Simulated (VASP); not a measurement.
# SiO2 (I4_122) in VASP: settings compared

The runs below take SiO2 through single point, with r2SCAN+rVV10, PBE+D3(BJ), PBE.

All numbers are computed with VASP 6.6.1; they aren't measurements. Logs are shortened: lines on timing, memory, paths and dates and some standing lists are left out, and cuts for length are marked.

### Step 1. The cell of the first run

It takes space group I4_122 (No. 98, tetragonal). The conventional cell has a = 5.587 Å, b = 5.587 Å, c = 11.221 Å, α = 90.00°, β = 90.00°, γ = 90.00°. Si (site symmetry 2) has 4 O at 1.61 to 1.63 Å within 2.1 Å. O (site symmetry 2) has 2 Si at 1.61 Å within 2.1 Å. O (site symmetry 2) has 2 Si at 1.63 Å within 2.2 Å.

### Step 2. Single point, r2SCAN+rVV10

Input file POSCAR:

```
SiO2
1.0
   -2.7934399180      2.7934399180      5.6104572492
    2.7934399180     -2.7934399180      5.6104572492
    2.7934399180      2.7934399180     -5.6104572492
Si O
4 8
Direct
    0.8750000000      0.2664991007      0.8914991007
    0.0164991007      0.6250000000      0.8914991007
    0.7335008993      0.1250000000      0.1085008993
    0.3750000000      0.9835008993      0.1085008993
    0.6350226226      0.1350226226      0.5000000000
    0.4648933999      0.9648933999      0.9297867998
    0.0351066001      0.5351066001      0.0702132002
    0.1149773774      0.1149773774      0.0000000000
    0.8850226226      0.8850226226      0.0000000000
    0.8649773774      0.3649773774      0.5000000000
    0.2851066001      0.7148933999      0.0000000000
    0.7148933999      0.2851066001      0.0000000000
```

Input file INCAR.step1:

```
SYSTEM = SiO2
PREC = Accurate
ENCUT = 520
ISMEAR = -1
SIGMA = 0.05
LREAL = .False.
LASPH = .True.
NELM = 80
NBANDS = 44
GGA = PE
ALGO = Normal
EDIFF = 1E-4
LWAVE = .True.
LCHARG = .False.
```

Input file INCAR.step2:

```
SYSTEM = SiO2
PREC = Accurate
ENCUT = 520
EDIFF = 1E-6
ISMEAR = -1
SIGMA = 0.05
LREAL = .False.
LASPH = .True.
NELM = 80
ALGO = Normal
ISIF = 2
LWAVE = .False.
LCHARG = .False.
METAGGA = R2SCAN
LMIXTAU = .True.
LUSE_VDW = .True.
IVDW_NL = 2
BPARAM = 11.95
CPARAM = 0.0093
NBANDS = 44
ISTART = 1
```

Input file KPOINTS:

```
regular mesh
0
Gamma
  7 7 7
  0 0 0
```

Potentials or basis: VASP PAW PBE potentials, release 64 (Si, O).

Command:

```sh
$ cat potpaw_PBE.64/Si/POTCAR potpaw_PBE.64/O/POTCAR > POTCAR
$ cp INCAR.step1 INCAR
$ mpirun -np 1 vasp_std > vasp.out
$ cp INCAR.step2 INCAR
$ mpirun -np 1 vasp_std > vasp.out
```

OUTCAR:

```text
SYSTEM = SiO2
   PREC = Accurate
   ENCUT = 520
   EDIFF = 1E-6
   ISMEAR = -1
   LREAL = .False.
   LASPH = .True.
   NELM = 80
   ISIF = 2
   METAGGA = R2SCAN
   IVDW_NL = 2
   BPARAM = 11.95
   ISTART = 1

 ion  position               nearest neighbor table
   1  0.875  0.266  0.891-   5 1.61   8 1.61   7 1.63  12 1.63   3 2.93   2 2.93
   2  0.016  0.625  0.891-   9 1.61  10 1.61   7 1.63  11 1.63   4 2.93   1 2.93
   3  0.734  0.125  0.109-  10 1.61   9 1.61   6 1.63  12 1.63   1 2.93   4 2.93
   4  0.375  0.984  0.109-   8 1.61   5 1.61   6 1.63  11 1.63   2 2.93   3 2.93
   5  0.635  0.135  0.500-   1 1.61   4 1.61
   6  0.465  0.965  0.930-   3 1.63   4 1.63
   7  0.035  0.535  0.070-   1 1.63   2 1.63
   8  0.115  0.115  0.000-   4 1.61   1 1.61
   9  0.885  0.885  0.000-   2 1.61   3 1.61
  10  0.865  0.365  0.500-   3 1.61   2 1.61
  11  0.285  0.715  0.000-   2 1.63   4 1.63
  12  0.715  0.285  0.000-   1 1.63   3 1.63

  LATTYP: Found a body centered tetragonal cell.
 ALAT       =     5.5868798360
 C/A-ratio  =     2.0084402793

  Lattice vectors:

 A1 = (  -2.7934399180,   2.7934399180,   5.6104572492)
 A2 = (   2.7934399180,  -2.7934399180,   5.6104572492)
 A3 = (   2.7934399180,   2.7934399180,  -5.6104572492)

Analysis of symmetry for initial positions (statically):
=====================================================================
 Subroutine PRICEL returns:
 Original cell was already a primitive cell.

 Routine SETGRP: Setting up the symmetry group for a
 body centered tetragonal supercell.

 Subroutine GETGRP returns: Found  8 space group operations
 (whereof  4 operations were pure point group operations)
 out of a pool of 16 trial point group operations.

The static configuration has the point symmetry D_2 .
 The point group associated with its full space group is D_4 .

Analysis of symmetry for dynamics (positions and initial velocities):
=====================================================================
 Subroutine PRICEL returns:
 Original cell was already a primitive cell.

 Routine SETGRP: Setting up the symmetry group for a
 body centered tetragonal supercell.

 Subroutine GETGRP returns: Found  8 space group operations
 (whereof  4 operations were pure point group operations)
 out of a pool of 16 trial point group operations.

The dynamic configuration has the point symmetry D_2 .
 The point group associated with its full space group is D_4 .

 Subroutine INISYM returns: Found  8 space group operations
 (whereof  4 operations are pure point group operations),
 and found     1 'primitive' translations

----------------------------------------------------------------------------------------

                                     Primitive cell

  volume of cell :     175.1205

  direct lattice vectors                    reciprocal lattice vectors
    -2.793439918  2.793439918  5.610457249     0.000000000  0.178990784  0.089119296
     2.793439918 -2.793439918  5.610457249     0.178990784  0.000000000  0.089119296
     2.793439918  2.793439918 -5.610457249     0.178990784  0.178990784  0.000000000

  length of vectors
     6.861766806  6.861766806  6.861766806     0.199949868  0.199949868  0.253131194

  position of ions in fractional coordinates (direct lattice)
     0.875000000  0.266499101  0.891499101
     0.016499101  0.625000000  0.891499101
     0.733500899  0.125000000  0.108500899
     0.375000000  0.983500899  0.108500899
     0.635022623  0.135022623  0.500000000
     0.464893400  0.964893400  0.929786800
     0.035106600  0.535106600  0.070213200
     0.114977377  0.114977377  0.000000000
     0.885022623  0.885022623  0.000000000
     0.864977377  0.364977377  0.500000000
     0.285106600  0.714893400  0.000000000
     0.714893400  0.285106600  0.000000000

  ion indices of the primitive-cell ions
   primitive index   ion index
                 1           1
                 2           2
                 3           3
                 4           4
                 5           5
                 6           6
                 7           7
                 8           8
                 9           9
                10          10
                11          11
                12          12

----------------------------------------------------------------------------------------

 KPOINTS: regular mesh

Automatic generation of k-mesh.
 Grid dimensions read from file:
 generate k-points for:    7    7    7

 Generating k-lattice:

  Cartesian coordinates                     Fractional coordinates (reciprocal lattice)
     0.000000000  0.025570112  0.012731328     0.142857143  0.000000000  0.000000000
     0.025570112  0.000000000  0.012731328     0.000000000  0.142857143  0.000000000
     0.025570112  0.025570112  0.000000000     0.000000000  0.000000000  0.142857143

  Length of vectors
     0.028564267  0.028564267  0.036161599

  Shift w.r.t. Gamma in fractional coordinates (k-lattice)
     0.000000000  0.000000000  0.000000000

 Subroutine IBZKPT returns following result:
 ===========================================

 Found     40 irreducible k-points:

 Following reciprocal coordinates:
            Coordinates               Weight
  0.000000  0.000000  0.000000      1.000000
  0.142857  0.000000  0.000000      8.000000
  0.285714 -0.000000  0.000000      8.000000
  0.428571 -0.000000  0.000000      8.000000
  0.142857  0.142857 -0.000000      8.000000
  0.285714  0.142857  0.000000     16.000000
[... 16 lines left out ...]
 -0.142857  0.285714  0.142857      8.000000
 -0.428571  0.428571  0.142857      8.000000
 [... further k-points ...]
   k-points           NKPTS =     40   k-points in BZ     NKDIM =     40   number of bands    NBANDS=     44
   number of dos      NEDOS =    301   number of ions     NIONS =     12
   total plane-waves  NPLWV = 157464
   dimension x,y,z NGX =    54 NGY =   54 NGZ =   54
   dimension x,y,z NGXF=   108 NGYF=  108 NGZF=  108
   ions per type =               4   8
   NGX,Y,Z   is equivalent  to a cutoff of  13.08, 13.08, 13.08 a.u.
   NGXF,Y,Z  is equivalent  to a cutoff of  26.17, 26.17, 26.17 a.u.
 SYSTEM =  SiO2
   PREC   = accura    normal or accurate (medium, high low for compatibility)
   ISTART =      1    job   : 0-new  1-cont  2-samecut
   ICHARG =      0    charge: 1-file 2-atom 10-const
   ISPIN  =      1    spin polarized calculation?
   LNONCOLLINEAR =      F non collinear calculations
   LSORBIT =      F    spin-orbit coupling
   LASPH  =      T    aspherical Exc in radial PAW
   ENCUT  =  520.0 eV  38.22 Ry    6.18 a.u.  12.76 12.76 12.76*2*pi/ulx,y,z
   NELM   =     80;   NELMIN=  2; NELMDL=  0     # of ELM steps
   EDIFF  = 0.1E-05   stopping-criterion for ELM
   LREAL  =      F    real-space projection
   EDIFFG = 0.1E-04   stopping-criterion for IOM
   NSW    =      0    number of steps for IOM
   IBRION =     -1    ionic relax: 0-MD 1-quasi-New 2-CG
   NFREE  =      0    steps in history (QN), initial steepest desc. (CG)
   ISIF   =      2    stress and relaxation
   ISYM   =      2    0-nonsym 1-usesym 2-fastsym
   POTIM  = 0.5000    time-step for ionic-motion
   TEBEG  =    0.0;   TEEND  =   0.0 temperature during run
   PSTRESS=    0.0 pullay stress
   NELECT =      64.0000    total number of electrons
   NUPDOWN=      -1.0000    fix difference up-down
   EMIN   =  10.00;   EMAX   =-10.00  energy-range for DOS
   EFERMI =   0.00;   METHOD = LEGACY
   ISMEAR =    -1;   SIGMA  =   0.05  broadening in eV -4-tet -1-fermi 0-gaus
   EFERMI_NEDOS =   21; number of points for ismear=-14 and -15
   IALGO  =     38    algorithm
   IMIX   =      4    mixing-type and parameters
     AMIX     =   0.40;   BMIX     =  1.00
     AMIX_MAG =   1.60;   BMIX_MAG =  1.00
  volume/ion in A,a.u.               =      14.59        98.48
  Fermi-wavevector in a.u.,A,eV,Ry     =   1.170458  2.211845 18.639601  1.369972
  Thomas-Fermi vector in A             =   2.306916
   LORBIT       =      0    0 simple, 1 ext, 2 COOP (PROOUT), +10 PAW based schemes
   METAGGA = R2SCAN    functional components
   LHFCALC =     F    Hartree Fock is set to
   AEXX    =    0.0000 exact exchange contribution
   IVDW_NL    =     2    kernel type
   BPARAM     =11.9500
   IVDW    =     0    specifies the selected vdW correction
   LEPSILON=     F    determine dielectric tensor
   LRPA    =     F    only Hartree local field effects (RPA)
 non-spin polarized calculation
  energy-cutoff  :      520.00
  volume of cell :      175.12
 maximum number of plane-waves:      4742
 NGX is ok and might be reduce to    54
   NGX = 25   NGY = 25   NGZ = 25

 number of electron      63.9999998 magnetization

 Free energy of the ion-electron system (eV)
  ---------------------------------------------------
  ext. energy  EPLUGINS =         0.00000000
  ---------------------------------------------------
  free energy    TOTEN  =      -115.20057003 eV

  energy without entropy =     -115.20057003  energy(sigma->0) =     -115.20057003

 E-fermi :   1.0508     XC(G=0):  -8.8243

 val. band max:       -0.0336423716   @ k =   0.0000   0.0000   0.0000
 cond. band min:       5.4059158638   @ k =   0.0000   0.0000   0.0000
 fundamental gap:      5.4395582353
 Fermi energy:         1.0507566904

 k-point     1 :       0.0000    0.0000    0.0000
  band No.  band energies     occupation
      1     -20.9043      2.00000
      2     -19.5484      2.00000
      3     -19.3229      2.00000
      4     -19.3229      2.00000
      5     -19.0635      2.00000
      6     -18.9244      2.00000
[... 36 lines left out ...]
     43      11.7126      0.00000
     44      11.7126      0.00000
[... 1040 lines left out ...]
      4     -19.0933      2.00000
      5     -18.8904      2.00000
      6     -18.7293      2.00000
[... 36 lines left out ...]
     43      11.2864      0.00000
     44      11.7348      0.00000

 [... further k-points ...]

------------------------ aborting loop because EDIFF is reached ----------------------------------------

  FORCE on cell =-STRESS in cart. coord.  units (eV):
  Direction    XX          YY          ZZ          XY          YZ          ZX
  --------------------------------------------------------------------------------------
  -------------------------------------------------------------------------------------
  Total        0.1411900      0.1411900      0.5207991      0.0000000      0.0000000      0.0000000
  in kB        1.2917478      1.2917478      4.7647912      0.0000000      0.0000000      0.0000000
  external PRESSURE =       2.4494289 kB  Pullay stress =       0.0000000 kB

 VOLUME and BASIS-vectors are now :
 -----------------------------------------------------------------------------
  energy-cutoff  :      520.00
  volume of cell :      175.12
      direct lattice vectors                 reciprocal lattice vectors
    -2.793439918  2.793439918  5.610457249     0.000000000  0.178990784  0.089119296
     2.793439918 -2.793439918  5.610457249     0.178990784  0.000000000  0.089119296
     2.793439918  2.793439918 -5.610457249     0.178990784  0.178990784  0.000000000

 POSITION                                       TOTAL-FORCE (eV/Angst)
 -----------------------------------------------------------------------------------
      0.79054      4.19016      1.40261         0.011121      0.000000     -0.000000
      4.19016      0.79054     -1.40261         0.000000      0.011121     -0.000000
     -1.39672      2.00290      4.20784        -0.000000     -0.011121      0.000000
      2.00290     -1.39672      7.01307        -0.011121     -0.000000      0.000000
      0.00000      2.79344      1.51508        -0.000000     -0.000000      0.004368
      3.99402      1.20058      2.80523        -0.010526     -0.010526      0.000000
      1.59286     -1.20058      2.80523         0.010526      0.010526     -0.000000
      0.00000      0.00000      1.29015        -0.000000     -0.000000     -0.004368
      0.00000      0.00000      9.93076        -0.000000     -0.000000      0.004368
      0.00000      2.79344      4.09538        -0.000000     -0.000000     -0.004368
      1.20058     -1.20058      5.61046        -0.010526      0.010526     -0.000000
     -1.20058      1.20058      5.61046         0.010526     -0.010526     -0.000000
 -----------------------------------------------------------------------------------
    total drift:                                0.000006     -0.000006     -0.000000

  FREE ENERGIE OF THE ION-ELECTRON SYSTEM (eV)
  ---------------------------------------------------
  free  energy   TOTEN  =      -115.2005700305 eV

  energy  without entropy=     -115.2005700305  energy(sigma->0) =     -115.20057003
```

Wall time 68 min (1 thread of Intel Xeon 8259CL, shared host); peak memory 1.1 GiB.

What came out:

- Free energy: -115.2006 eV
- Pressure: 0.2 GPa
- Largest force: 0.015 eV/Å
- Band gap on the k mesh: 5.44 eV

Forces in eV/Å, atoms in the order of the input:
```
Si   0.011  0.000  0.000
Si   0.000  0.011  0.000
Si   0.000 -0.011  0.000
Si  -0.011  0.000  0.000
O    0.000  0.000  0.004
O   -0.011 -0.011  0.000
O    0.011  0.011  0.000
O    0.000  0.000 -0.004
O    0.000  0.000  0.004
O    0.000  0.000 -0.004
O   -0.011  0.011  0.000
O    0.011 -0.011  0.000
```

Caveat: the PAW data sets were made with another functional, which shifts forces and pressure a little. A k mesh can miss the band edges.

[end of part 1 of 2]
